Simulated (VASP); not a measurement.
A run of VASP 6.6.1 is set up as follows.

The input POSCAR:

```
C
1.0
    0.0000000000      2.0013545281      4.0220975140
    1.1555180939      0.0000000000      4.0220975140
    1.1555180939      2.0013545281      0.0000000000
C
2
Direct
    0.1667039277      0.8332960723      0.1667039277
    0.8332960723      0.1667039277      0.8332960723
```

The input INCAR.step1:

```
ALGO = Normal
EDIFF = 1E-4
ENCUT = 520
GGA = PE
ISMEAR = 0
LASPH = True
LCHARG = False
LREAL = False
LWAVE = True
NBANDS = 11
NELM = 100
PREC = Accurate
SIGMA = 0.05
```

The input INCAR.step2:

```
ALGO = Normal
EDIFF = 1E-7
ENCUT = 520
ISIF = 2
ISMEAR = 0
ISTART = 1
LASPH = True
LCHARG = True
LELF = True
LMIXTAU = True
LREAL = False
LVHAR = True
LWAVE = False
METAGGA = R2SCAN
NBANDS = 11
NELM = 100
PREC = Accurate
SIGMA = 0.05
```

The input KPOINTS:

```
k-points
0
Gamma
  14 14 14
```

Potentials or basis: VASP PAW PBE potentials, release 64 (C).

The run is started by

```console
$ cat potpaw_PBE.64/C/POTCAR > POTCAR
$ cp INCAR.step1 INCAR
$ mpirun -np 1 vasp_std > vasp.out
$ cp INCAR.step2 INCAR
$ mpirun -np 1 vasp_std > vasp.out
```

**Question.** What does it give for the largest force?

**Answer.** 0.022 eV/Å.

**Question.** Predict the pressure.

**Answer.** 56.7 GPa.

Forces in eV/Å, atoms in the order of the input:
```
C    0.000 -0.022  0.000
C    0.000  0.022  0.000
```

Caveat: the cell stands under pressure; the PAW data sets were made with another functional, which shifts forces and pressure a little.
